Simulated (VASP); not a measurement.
A run of VASP 6.6.1:

File POSCAR:

```
MgO
1.0
    0.0000000000      2.1870500000      2.1870500000
    2.1870500000      0.0000000000      2.1870500000
    2.1870500000      2.1870500000      0.0000000000
Mg O
1 1
Direct
    0.0000000000      0.0000000000      0.0000000000
    0.5000000000      0.5000000000      0.5000000000
```

Contents of INCAR.step1:

```
SYSTEM = MgO
PREC     = Accurate       ! precision mode
ENCUT    = 660            ! plane-wave cutoff, eV
ISMEAR   = -1             ! smearing method
SIGMA    = 0.01           ! smearing width, eV
LREAL    = .False.        ! projectors in reciprocal space
LASPH    = .True.         ! aspherical terms in the spheres
NELM     = 120            ! most SCF steps
NBANDS   = 11             ! bands
GGA      = PE             ! functional
ALGO     = Normal         ! electronic algorithm
EDIFF    = 1E-5           ! SCF threshold, eV
LWAVE    = .True.         ! write WAVECAR
LCHARG   = .False.        ! write CHGCAR
GGA_COMPAT= .False.
```

Contents of INCAR.step2:

```
SYSTEM = MgO
PREC     = Accurate       ! precision mode
ENCUT    = 660            ! plane-wave cutoff, eV
EDIFF    = 1E-6           ! SCF threshold, eV
ISMEAR   = -1             ! smearing method
SIGMA    = 0.01           ! smearing width, eV
LREAL    = .False.        ! projectors in reciprocal space
LASPH    = .True.         ! aspherical terms in the spheres
NELM     = 120            ! most SCF steps
ALGO     = Normal         ! electronic algorithm
ISIF     = 2              ! what is computed and relaxed
LWAVE    = .False.        ! write WAVECAR
LCHARG   = .False.        ! write CHGCAR
METAGGA  = R2SCAN         ! meta-GGA
LMIXTAU  = .True.       
NBANDS   = 11             ! bands
ISTART   = 1            
GGA_COMPAT= .False.
```

The input KPOINTS:

```
Automatic mesh
0
Gamma
  8 8 8
  0 0 0
```

Potentials or basis: VASP PAW PBE potentials, release 64 (Mg, O).

Launch:

```bash
$ cat potpaw_PBE.64/Mg/POTCAR potpaw_PBE.64/O/POTCAR > POTCAR
$ cp INCAR.step1 INCAR
$ mpirun -np 1 vasp_std > vasp.out
$ cp INCAR.step2 INCAR
$ mpirun -np 1 vasp_std > vasp.out
```

Hardware: 1 thread of Intel Xeon 8259CL (shared host).

**Question.** How long does it take, and how much memory?

**Answer.** It took 94 s on 1 thread of Intel Xeon 8259CL (shared host), peak memory 0.17 GiB. Counts: k points 29.
